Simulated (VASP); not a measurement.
Write the native input for VASP 6.6.1 that does the following.

- Task: single point
- Functional: PBEsol
- Potentials or basis: VASP PAW PBE potentials, release 64 (Pb_d, S)
- Cutoff: 500 eV
- k mesh: 6 × 6 × 6
- Occupations: gaussian, width 0.05 eV
- Spin: no spin polarisation
- Dipole correction: no
- Further INCAR settings: ALGO = Normal; EDIFF = 1e-06; NBANDS = 17

The structure of PbS lies in POSCAR:

```
PbS
1.0
    3.6736797629      0.0000000000      0.0000000000
    0.0000000000      3.6736797629      0.0000000000
    0.0000000000      0.0000000000      3.6736797629
Pb S
1 1
Direct
    0.0000000000      0.0000000000      0.0000000000
    0.5000000000      0.5000000000      0.5000000000
```

These files were run (other wordings do the same):

INCAR

```
SYSTEM = PbS
PREC = Accurate ; ENCUT = 500
EDIFF = 1E-6 ; ISMEAR = 0
SIGMA = 0.05 ; LREAL = .FALSE.
LASPH = .TRUE. ; NELM = 120
ALGO = Normal ; ISIF = 2
LWAVE = .FALSE. ; LCHARG = .FALSE.
GGA = PS ; NBANDS = 17
GGA_COMPAT = .FALSE.
```

KPOINTS

```
regular mesh
0
G
  6 6 6
  0 0 0
```

Potentials or basis: VASP PAW PBE potentials, release 64 (Pb_d, S).

The run is started by

```console
$ cat potpaw_PBE.64/Pb_d/POTCAR potpaw_PBE.64/S/POTCAR > POTCAR
$ mpirun -np 1 vasp_std > vasp.out
```

It gave:

```yaml
Pressure: -4.1 GPa
Band_gap_on_the_k_mesh: zero (band 10 reaches 5.82 eV, above the bottom of band 11 at 5.29 eV)
```

Caveat: the PAW data sets were made with another functional, which shifts forces and pressure a little; spin-orbit coupling is left out, which moves the levels of the heavy elements.

Wall time 18 s on 1 thread of Intel Xeon 8259CL, with other jobs on the host, peak memory 0.16 GiB.
